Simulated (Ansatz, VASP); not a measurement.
## Ni in VASP and in Ansatz

```xyz
2
Lattice="2.4798 0.0000 0.0000 -1.2399 2.1475 0.0000 0.0000 0.0000 4.0672" Properties=species:S:1:pos:R:3 pbc="T T T"
Ni    0.0000    1.4317    1.0168
Ni    1.2399    0.7158    3.0504
```

Alike in both runs: task single point; functional PBEsol; k mesh 17 × 17 × 9; occupations fermi-dirac, width 0.05 eV; collinear spin.

|  | VASP | Ansatz |
| --- | --- | --- |
| version | VASP 6.6.1 | Ansatz 0.2.0 |
| potentials or method | VASP PAW PBE potentials, release 64 (Ni), cutoff 520 eV | plane waves (420 eV) with PAW, scalar-relativistic |
| valence electrons in the cell | 20 | 36 |

```tsv
	VASP	Ansatz	Ansatz less VASP
pressure (GPa)	-7.9	-8.0	-0.10
net moment per atom (μB)	0.65	0.66	+0.010
size of the moment on the site where the two differ most (μB)	0.65	0.69	+0.037
```

VASP's potentials were made for PBE, not for PBEsol, and Ansatz warns of the same on its side. Site moments also hang on the region over which each program counts them. VASP's potentials hold 20 valence electrons a cell and Ansatz's 36, so a difference there can come from the potentials and not from the codes.
